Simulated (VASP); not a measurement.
# Ca (I4/mmm) in VASP: single point with r2SCAN

Aim: the single point of Ca with r2SCAN.

Program: VASP 6.6.1. These are calculated values, not measurements. Logs are shortened: lines on timing, memory, paths and dates and some standing lists are left out, and cuts for length are marked.

## (1) The cell of the first run

It takes space group I4/mmm (No. 139, tetragonal). The conventional cell has a = 3.914 Å, b = 3.914 Å, c = 5.870 Å, α = 90.00°, β = 90.00°, γ = 90.00°. Ca (site symmetry 4/mmm) has 12 Ca at 3.91 to 4.03 Å within 5.1 Å.

## (2) Single point, r2SCAN

The input, POSCAR:

```
Ca
1.0
   -1.9568202410      1.9568202410      2.9352303615
    1.9568202410     -1.9568202410      2.9352303615
    1.9568202410      1.9568202410     -2.9352303615
Ca
1
Direct
    0.0000000000      0.0000000000      0.0000000000
```

The input, INCAR.step1:

```
ALGO = Normal
EDIFF = 1E-4
ENCUT = 520
GGA = PE
ISMEAR = 0
LASPH = True
LCHARG = False
LREAL = False
LWAVE = True
NBANDS = 11
NELM = 60
PREC = Accurate
SIGMA = 0.15
```

The input, INCAR.step2:

```
ALGO = Normal
EDIFF = 1E-6
ENCUT = 520
ISIF = 2
ISMEAR = 0
ISTART = 1
LASPH = True
LCHARG = False
LMIXTAU = True
LREAL = False
LWAVE = False
METAGGA = R2SCAN
NBANDS = 11
NELM = 60
PREC = Accurate
SIGMA = 0.15
```

The input, KPOINTS:

```
k-points
0
Gamma
  16 16 16
```

Potentials or basis: VASP PAW PBE potentials, release 64 (Ca_sv).

On the command line:

```sh
$ cat potpaw_PBE.64/Ca_sv/POTCAR > POTCAR
$ cp INCAR.step1 INCAR
$ mpirun -np 1 vasp_std > vasp.out
$ cp INCAR.step2 INCAR
$ mpirun -np 1 vasp_std > vasp.out
```

OUTCAR:

```text
EDIFF = 1E-6
   ENCUT = 520
   ISIF = 2
   ISMEAR = 0
   ISTART = 1
   LASPH = True
   LREAL = False
   METAGGA = R2SCAN
   NELM = 60
   PREC = Accurate

 ion  position               nearest neighbor table
   1  0.000  0.000  0.000-

  LATTYP: Found a body centered tetragonal cell.
 ALAT       =     3.9136404820
 C/A-ratio  =     1.5000000000

  Lattice vectors:

 A1 = (  -1.9568202410,   1.9568202410,   2.9352303615)
 A2 = (   1.9568202410,  -1.9568202410,   2.9352303615)
 A3 = (   1.9568202410,   1.9568202410,  -2.9352303615)

Analysis of symmetry for initial positions (statically):
=====================================================================
 Subroutine PRICEL returns:
 Original cell was already a primitive cell.

 Routine SETGRP: Setting up the symmetry group for a
 body centered tetragonal supercell.

 Subroutine GETGRP returns: Found 16 space group operations
 (whereof 16 operations were pure point group operations)
 out of a pool of 16 trial point group operations.

The static configuration has the point symmetry D_4h.

Analysis of symmetry for dynamics (positions and initial velocities):
=====================================================================
 Subroutine PRICEL returns:
 Original cell was already a primitive cell.

 Routine SETGRP: Setting up the symmetry group for a
 body centered tetragonal supercell.

 Subroutine GETGRP returns: Found 16 space group operations
 (whereof 16 operations were pure point group operations)
 out of a pool of 16 trial point group operations.

The dynamic configuration has the point symmetry D_4h.

 Subroutine INISYM returns: Found 16 space group operations
 (whereof 16 operations are pure point group operations),
 and found     1 'primitive' translations

----------------------------------------------------------------------------------------

                                     Primitive cell

  volume of cell :      44.9577

  direct lattice vectors                    reciprocal lattice vectors
    -1.956820241  1.956820241  2.935230361     0.000000000  0.255516572  0.170344381
     1.956820241 -1.956820241  2.935230361     0.255516572  0.000000000  0.170344381
     1.956820241  1.956820241 -2.935230361     0.255516572  0.255516572  0.000000000

  length of vectors
     4.034088272  4.034088272  4.034088272     0.307092701  0.307092701  0.361355002

  position of ions in fractional coordinates (direct lattice)
     0.000000000  0.000000000  0.000000000

[... 81 lines left out ...]
   ISIF   =      2    stress and relaxation
   ISYM   =      2    0-nonsym 1-usesym 2-fastsym
   POTIM  = 0.5000    time-step for ionic-motion
   TEBEG  =    0.0;   TEEND  =   0.0 temperature during run
   PSTRESS=    0.0 pullay stress
   NELECT =      10.0000    total number of electrons
   NUPDOWN=      -1.0000    fix difference up-down
   EMIN   =  10.00;   EMAX   =-10.00  energy-range for DOS
   EFERMI =   0.00;   METHOD = LEGACY
   ISMEAR =     0;   SIGMA  =   0.15  broadening in eV -4-tet -1-fermi 0-gaus
   EFERMI_NEDOS =   21; number of points for ismear=-14 and -15
   IALGO  =     38    algorithm
   IMIX   =      4    mixing-type and parameters
     AMIX     =   0.40;   BMIX     =  1.00
     AMIX_MAG =   1.60;   BMIX_MAG =  1.00
  volume/ion in A,a.u.               =      44.96       303.39
  Fermi-wavevector in a.u.,A,eV,Ry     =   0.991913  1.874443 13.386649  0.983891
  Thomas-Fermi vector in A             =   2.123688
   LORBIT       =      0    0 simple, 1 ext, 2 COOP (PROOUT), +10 PAW based schemes
   METAGGA = R2SCAN    functional components
   LHFCALC =     F    Hartree Fock is set to
   AEXX    =    0.0000 exact exchange contribution
   IVDW    =     0    specifies the selected vdW correction
   LEPSILON=     F    determine dielectric tensor
   LRPA    =     F    only Hartree local field effects (RPA)
 non-spin polarized calculation
 Gauss-broadening in eV      SIGMA  =   0.15
  energy-cutoff  :      520.00
  volume of cell :       44.96
 maximum number of plane-waves:      1230
   NGX = 15   NGY = 15   NGZ = 15

 number of electron      10.0000000 magnetization

 Free energy of the ion-electron system (eV)
  ---------------------------------------------------
  ext. energy  EPLUGINS =         0.00000000
  ---------------------------------------------------
  free energy    TOTEN  =        -7.03298342 eV

  energy without entropy =       -7.01958906  energy(sigma->0) =       -7.02628624

 E-fermi :   1.7592     XC(G=0):  -8.0137

 val. band max:        1.7537185914   @ k =   0.3125   0.2500   0.1250
 cond. band min:       1.7619369479   @ k =   0.3750   0.3750   0.0625
 fundamental gap:      0.0082183565
 Fermi energy:         1.7591897279

 k-point     1 :       0.0000    0.0000    0.0000
  band No.  band energies     occupation
      1     -42.1794      2.00000
      2     -22.2150      2.00000
      3     -22.2132      2.00000
      4     -22.2131      2.00000
      5      -2.4199      2.00000
      6       4.2005      0.00000
      7       4.4691      0.00000
      8       4.4691      0.00000
      9       5.2344      0.00000
     10       5.5823      0.00000
     11      11.1212      0.00000
[... 309 lines left out ...]
 k-point    24 :      -0.0625    0.0625    0.0000
  band No.  band energies     occupation
      1     -42.1788      2.00000
      2     -22.2177      2.00000
      3     -22.2164      2.00000
      4     -22.2153      2.00000
      5      -2.3265      2.00000
      6       4.2373      0.00000
      7       4.3627      0.00000
      8       4.4926      0.00000
      9       5.2380      0.00000
     10       5.5196      0.00000
     11      11.2231      0.00000

 [... further k-points ...]

------------------------ aborting loop because EDIFF is reached ----------------------------------------

  FORCE on cell =-STRESS in cart. coord.  units (eV):
  Direction    XX          YY          ZZ          XY          YZ          ZX
  --------------------------------------------------------------------------------------
  -------------------------------------------------------------------------------------
  Total       -0.1315338     -0.1315338     -0.2861873      0.0000000      0.0000000      0.0000000
  in kB       -4.6875282     -4.6875282    -10.1989838      0.0000000      0.0000000      0.0000000
  external PRESSURE =      -6.5246800 kB  Pullay stress =       0.0000000 kB

 VOLUME and BASIS-vectors are now :
 -----------------------------------------------------------------------------
  energy-cutoff  :      520.00
  volume of cell :       44.96
      direct lattice vectors                 reciprocal lattice vectors
    -1.956820241  1.956820241  2.935230361     0.000000000  0.255516572  0.170344381
     1.956820241 -1.956820241  2.935230361     0.255516572  0.000000000  0.170344381
     1.956820241  1.956820241 -2.935230361     0.255516572  0.255516572  0.000000000

 POSITION                                       TOTAL-FORCE (eV/Angst)
 -----------------------------------------------------------------------------------
      0.00000      0.00000      0.00000         0.000000      0.000000     -0.000000
 -----------------------------------------------------------------------------------
    total drift:                               -0.000000     -0.000000      0.000000

  FREE ENERGIE OF THE ION-ELECTRON SYSTEM (eV)
  ---------------------------------------------------
  free  energy   TOTEN  =        -7.0329834176 eV

  energy  without entropy=       -7.0195890580  energy(sigma->0) =       -7.02628624
```

OUTCAR.step1:

```text
EDIFF = 1E-4
   ENCUT = 520
   GGA = PE
   ISMEAR = 0
   LASPH = True
   LREAL = False
[... 551 lines left out ...]

 POSITION                                       TOTAL-FORCE (eV/Angst)
 -----------------------------------------------------------------------------------
      0.00000      0.00000      0.00000         0.000000      0.000000      0.000000
 -----------------------------------------------------------------------------------
    total drift:                               -0.000000     -0.000000      0.000000

  FREE ENERGIE OF THE ION-ELECTRON SYSTEM (eV)
  ---------------------------------------------------
  free  energy   TOTEN  =        -1.9259901119 eV

  energy  without entropy=       -1.9104542645  energy(sigma->0) =       -1.91822219
```

Run time: 6.8 min. Hardware: 1 thread of AMD EPYC 9R45 (Zen 5), shared host; peak memory 0.27 GiB.

Results:

| Item | Value |
| --- | --- |
| Free energy | -7.0330 eV |
| Pressure | -0.7 GPa |
| Band gap on the k mesh | zero (bands 5 and 6 overlap by 0.62 eV) |

Stress tensor (GPa, compression positive):
```
-0.47  0.00  0.00
 0.00 -0.47  0.00
 0.00  0.00 -1.02
```

Caveat: the PAW data sets were made with another functional, which shifts forces and pressure a little.
